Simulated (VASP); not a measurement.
# Co (P6_3/mmc) in VASP: electric field gradients with r2SCAN

Aim: the electric field gradients of Co with r2SCAN.

Program: VASP 6.6.1. These are calculated values, not measurements. Logs are shortened: lines on timing, memory, paths and dates and some standing lists are left out, and cuts for length are marked.

## (1) The cell of the first run

Symmetry: P6_3/mmc, No. 194, hexagonal system. The conventional cell has a = 2.507 Å, b = 2.507 Å, c = 4.070 Å, α = 90.00°, β = 90.00°, γ = 120.00°. Within 3.3 Å of Co (site symmetry -6m2) lie 12 Co at 2.50 to 2.51 Å.

## (2) Electric field gradients, r2SCAN, collinear spin, ferromagnetic start

POSCAR

```
Co
1.0
    2.5074000000      0.0000000000      0.0000000000
   -1.2537000000      2.1714720974      0.0000000000
    0.0000000000      0.0000000000      4.0699000000
Co
2
Direct
    0.3333333333      0.6666666667      0.2500000000
    0.6666666667      0.3333333333      0.7500000000
```

INCAR.step1

```
SYSTEM = Co
  PREC = Accurate
  ENCUT = 520
  ISMEAR = 0
  SIGMA = 0.05
  LREAL = .FALSE.
  LASPH = .TRUE.
  NELM = 150
  ISPIN = 2
  MAGMOM = 2.08 2.08
  LMAXMIX = 4
  NBANDS = 20
  GGA = PE
  ALGO = Normal
  EDIFF = 1E-4
  LWAVE = .TRUE.
  LCHARG = .FALSE.
```

INCAR.step2

```
SYSTEM = Co
  PREC = Accurate
  ENCUT = 520
  EDIFF = 1E-8
  ISMEAR = 0
  SIGMA = 0.05
  LREAL = .FALSE.
  LASPH = .TRUE.
  NELM = 150
  ALGO = Normal
  ISIF = 2
  LWAVE = .FALSE.
  LCHARG = .FALSE.
  ISPIN = 2
  MAGMOM = 2.08 2.08
  LORBIT = 11
  LMAXMIX = 4
  METAGGA = R2SCAN
  LMIXTAU = .TRUE.
  LEFG = .TRUE.
  NBANDS = 20
  ISTART = 1
```

KPOINTS

```
regular mesh
0
G
  20 20 12
  0 0 0
```

Potentials or basis: VASP PAW PBE potentials, release 64 (Co).

The run is started by

```bash
$ cat potpaw_PBE.64/Co/POTCAR > POTCAR
$ cp INCAR.step1 INCAR
$ mpirun -np 1 vasp_std > vasp.out
$ cp INCAR.step2 INCAR
$ mpirun -np 1 vasp_std > vasp.out
```

OUTCAR:

```text
SYSTEM = Co
   PREC = Accurate
   ENCUT = 520
   EDIFF = 1E-8
   ISMEAR = 0
   LREAL = .FALSE.
   LASPH = .TRUE.
   NELM = 150
   ISIF = 2
   ISPIN = 2
   LORBIT = 11
   METAGGA = R2SCAN
   ISTART = 1

 ion  position               nearest neighbor table
   1  0.333  0.667  0.250-   2 2.50   2 2.50   2 2.50   2 2.50   2 2.50   2 2.50
   2  0.667  0.333  0.750-   1 2.50   1 2.50   1 2.50   1 2.50   1 2.50   1 2.50

  LATTYP: Found a hexagonal cell.
 ALAT       =     2.5074000000
 C/A-ratio  =     1.6231554598

  Lattice vectors:

 A1 = (   2.5074000000,   0.0000000000,   0.0000000000)
 A2 = (  -1.2537000000,   2.1714720974,   0.0000000000)
 A3 = (   0.0000000000,   0.0000000000,   4.0699000000)

Analysis of symmetry for initial positions (statically):
=====================================================================
 Subroutine PRICEL returns:
 Original cell was already a primitive cell.

 Routine SETGRP: Setting up the symmetry group for a
 hexagonal supercell.

 Subroutine GETGRP returns: Found 24 space group operations
 (whereof 12 operations were pure point group operations)
 out of a pool of 24 trial point group operations.

The static configuration has the point symmetry D_3d.
 The point group associated with its full space group is D_6h.

Analysis of symmetry for dynamics (positions and initial velocities):
=====================================================================
 Subroutine PRICEL returns:
 Original cell was already a primitive cell.

 Routine SETGRP: Setting up the symmetry group for a
 hexagonal supercell.

 Subroutine GETGRP returns: Found 24 space group operations
 (whereof 12 operations were pure point group operations)
 out of a pool of 24 trial point group operations.

The dynamic configuration has the point symmetry D_3d.
 The point group associated with its full space group is D_6h.

Analysis of structural, dynamic, and magnetic symmetry:
=====================================================================
 Subroutine PRICEL returns:
 Original cell was already a primitive cell.

 Routine SETGRP: Setting up the symmetry group for a
 hexagonal supercell.

 Subroutine GETGRP returns: Found 24 space group operations
[... 162 lines left out ...]
 k-point     1 :       0.0000    0.0000    0.0000
  band No.  band energies     occupation
      1       0.8148      1.00000
      2       4.3605      1.00000
      3       6.6626      1.00000
      4       6.6931      1.00000
      5       6.6932      1.00000
      6       6.9801      1.00000
[... 541 lines left out ...]
     19      34.6096      0.00000
     20      35.5741      0.00000

 [... further k-points ...]

 spin component 2

 k-point     1 :       0.0000    0.0000    0.0000
  band No.  band energies     occupation
      1       0.2155      1.00000
      2       5.5550      1.00000
      3       9.1132      1.00000
      4       9.2027      1.00000
      5       9.2028      1.00000
      6       9.2209      1.00000
[... 541 lines left out ...]
     19      35.3574      0.00000
     20      36.4486      0.00000

 [... further k-points ...]
[... 5 lines left out ...]
  --------------------------------------------------------------------------------------
  -------------------------------------------------------------------------------------
  Total       -1.2383642     -1.2383642     -1.1866109      0.0000000      0.0000000      0.0000000
  in kB      -89.5359321    -89.5359321    -85.7940739      0.0000000      0.0000000      0.0000000
  external PRESSURE =     -88.2886460 kB  Pullay stress =       0.0000000 kB

 VOLUME and BASIS-vectors are now :
 -----------------------------------------------------------------------------
  energy-cutoff  :      520.00
  volume of cell :       22.16
      direct lattice vectors                 reciprocal lattice vectors
     2.507400000  0.000000000  0.000000000     0.398819494  0.230258542  0.000000000
    -1.253700000  2.171472097  0.000000000     0.000000000  0.460517085  0.000000000
     0.000000000  0.000000000  4.069900000     0.000000000  0.000000000  0.245706283

 POSITION                                       TOTAL-FORCE (eV/Angst)
 -----------------------------------------------------------------------------------
     -0.00000      1.44765      1.01747        -0.000000      0.000000      0.000000
      1.25370      0.72382      3.05242         0.000000     -0.000000      0.000000
 -----------------------------------------------------------------------------------
    total drift:                                0.000000      0.000000     -0.000000

  FREE ENERGIE OF THE ION-ELECTRON SYSTEM (eV)
  ---------------------------------------------------
  free  energy   TOTEN  =       -26.3885029041 eV

  energy  without entropy=      -26.3866026803  energy(sigma->0) =      -26.38755279

 Electric field gradients (V/A^2)
---------------------------------------------------------------------
 ion       V_xx      V_yy      V_zz      V_xy      V_xz      V_yz
---------------------------------------------------------------------
   1       1.095     1.094    -2.189    -0.001     0.000    -0.000
   2       1.095     1.094    -2.189    -0.001    -0.000     0.000
---------------------------------------------------------------------

 Electric field gradients after diagonalization (V/A^2)
 (convention: |V_zz| > |V_xx| > |V_yy|)
----------------------------------------------------------------------
 ion       V_xx      V_yy      V_zz     asymmetry (V_yy - V_xx)/ V_zz
----------------------------------------------------------------------
   1       1.095     1.093    -2.189       0.001
   2       1.095     1.093    -2.189       0.001
----------------------------------------------------------------------

           NMR quadrupolar parameters

 Cq : quadrupolar parameter    Cq=e*Q*V_zz/h
 eta: asymmetry parameters     (V_yy - V_xx)/ V_zz
 Q  : nuclear electric quadrupole moment in mb (millibarn)
----------------------------------------------------------------------
 ion       Cq(MHz)       eta       Q (mb)
----------------------------------------------------------------------
   1      -0.005       0.001       1.000
   2      -0.005       0.001       1.000
----------------------------------------------------------------------

 total charge

# of ion       s       p       d       tot
------------------------------------------
    1        0.502   0.542   7.209   8.253
    2        0.502   0.542   7.209   8.253
--------------------------------------------------
tot          1.004   1.085  14.418  16.507

 magnetization (x)

# of ion       s       p       d       tot
------------------------------------------
    1       -0.012  -0.084   1.937   1.841
    2       -0.012  -0.084   1.937   1.841
--------------------------------------------------
tot         -0.024  -0.168   3.874   3.682
```

OUTCAR.step1:

```text
SYSTEM = Co
   PREC = Accurate
   ENCUT = 520
   ISMEAR = 0
   LREAL = .FALSE.
   LASPH = .TRUE.
[... 1351 lines left out ...]
     -0.00000      1.44765      1.01747        -0.000000      0.000000      0.000000
      1.25370      0.72382      3.05242         0.000000     -0.000000      0.000000
 -----------------------------------------------------------------------------------
    total drift:                                0.000000      0.000000     -0.000000

  FREE ENERGIE OF THE ION-ELECTRON SYSTEM (eV)
  ---------------------------------------------------
  free  energy   TOTEN  =       -14.0645413554 eV

  energy  without entropy=      -14.0619143850  energy(sigma->0) =      -14.06322787
```

It took 10 min on 1 thread of AMD EPYC 9R45 (Zen 5), shared host; peak memory 0.27 GiB.

Results:

```
Free energy                                           : -26.3885 eV
Pressure                                              : -8.8 GPa
Net moment                                            : 3.54 μB per cell
Site moments                                          : Co +1.84 μB
Valence electrons inside the program's atomic spheres : Co 8.25
```

Stress tensor (GPa, compression positive):
```
-8.95  0.00  0.00
 0.00 -8.95  0.00
 0.00  0.00 -8.58
```

Electric field gradients, principal values (V/Å²):
| atom | least | middle | greatest (by size) |
| --- | --- | --- | --- |
| 1 Co | 1.093 | 1.095 | -2.189 |
| 2 Co | 1.093 | 1.095 | -2.189 |

Caveat: without QUAD_EFG the Cq values of the log hold for a quadrupole moment of 1 mb, not for the nuclei; the PAW data sets were made with another functional, which shifts forces and pressure a little.
